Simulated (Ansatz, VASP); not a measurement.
## In2SbSe3 in VASP and in Ansatz

```
In Sb Se
1.0
     4.06483    0.00000    0.00000
     0.00000    4.06483    0.00000
     0.00000    0.00000    9.51192
In Sb Se
2 1 3
Cartesian
  0.0000 2.0324 6.3664
  2.0324 0.0000 3.1455
  0.0000 0.0000 0.0000
  2.0324 2.0324 0.0000
  0.0000 2.0324 3.4936
  2.0324 0.0000 6.0183
```

Change from the starting cell: species swapped into the Hf2CuSb3 type (P-4m2, No. 115).

Alike in both runs: functional PBE; k mesh 4 × 4 × 2; occupations gaussian, width 0.1 eV; no spin polarisation.

Ansatz relaxed the structure, and its values are those at the end. VASP's run is a single point on that final structure, the one shown.

|  | VASP | Ansatz |
| --- | --- | --- |
| version | VASP 6.6.1 | Ansatz 0.2.0 |
| potentials or method | VASP PAW PBE potentials, release 64 (In_d, Sb, Se), cutoff 520 eV | scalar-relativistic, plane waves, PAW |
| valence electrons in the cell | 49 | 89 |

|  | VASP | Ansatz | Ansatz less VASP |
| --- | --- | --- | --- |
| gap on the k mesh at the Fermi level (eV) | none | none | - |
| pressure (GPa) | 0.1 | 0.1 | +0.02 |
| rms of the force components (eV/Å) | 0.008 | 0.009 | +0.0009 |

A gap of «none» marks a metal or a gap that the smearing closes. VASP's potentials hold 49 valence electrons a cell and Ansatz's 89, so a difference there can come from the potentials and not from the codes.

The k mesh is coarse, so the values compare programs but aren't converged. Neither program's run includes spin-orbit coupling.
